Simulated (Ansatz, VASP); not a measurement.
**One calculation of BiTe, two programs**

The input INCAR:

```
SYSTEM = BiTe
PREC = Accurate
ENCUT = 520
EDIFF = 1E-6
ISMEAR = 0
SIGMA = 0.15
LREAL = .FALSE.
LASPH = .TRUE.
NELM = 100
ALGO = Normal
ISIF = 2
LWAVE = .FALSE.
LCHARG = .FALSE.
GGA = PE
NBANDS = 18
```

Contents of KPOINTS:

```
Automatic mesh
0
G
  12 12 12
  0 0 0
```

The input POSCAR:

```
BiTe
1.0
    2.3469480198      1.3550110710      3.5349137267
   -2.3469480198      1.3550110710      3.5349137267
    0.0000000000     -2.7100221420      3.5349137267
Bi Te
1 1
Direct
    0.5000000000      0.5000000000      0.5000000000
    0.0000000000      0.0000000000      0.0000000000
```

Input for Ansatz:

```yaml
crystal:
  lattice:
    - [2.3469480198, 1.355011071, 3.5349137267]
    - [-2.3469480198, 1.355011071, 3.5349137267]
    - [0.0, -2.710022142, 3.5349137267]
  atoms:
    - { symbol: Bi, position: [0.5, 0.5, 0.5] }
    - { symbol: Te, position: [0.0, 0.0, 0.0] }
basis:
  ecutwfc: 420
kpoints:
  mp_grid: { grid: [12, 12, 12] }
hamiltonian:
  xc: pbe
scf:
  occupations: { method: gaussian, width: 0.15 }
output:
  forces: true
  stress: true
  eigenvalues: true
```

Alike in both runs: task single point; functional PBE; k mesh 12 × 12 × 12; occupations gaussian, width 0.15 eV; no spin polarisation.

|  | VASP | Ansatz |
| --- | --- | --- |
| version | VASP 6.6.1 | Ansatz 0.2.0 |
| potentials or method | VASP PAW PBE potentials, release 64 (Bi_d, Te), cutoff 520 eV | scalar-relativistic, plane waves, PAW |
| valence electrons in the cell | 21 | 31 |

```tsv
	VASP	Ansatz	Ansatz less VASP
gap on the k mesh at the Fermi level (eV)	none	none	-
pressure (GPa)	0.7	0.7	+0.08
traceless stress, the component that is largest in VASP (GPa)	-0.11	-0.11	+0.001
```

A gap of «none» marks a metal or a gap that the smearing closes. VASP's potentials hold 21 valence electrons a cell and Ansatz's 31, so a difference there can come from the potentials and not from the codes.

Spin-orbit coupling is off throughout.
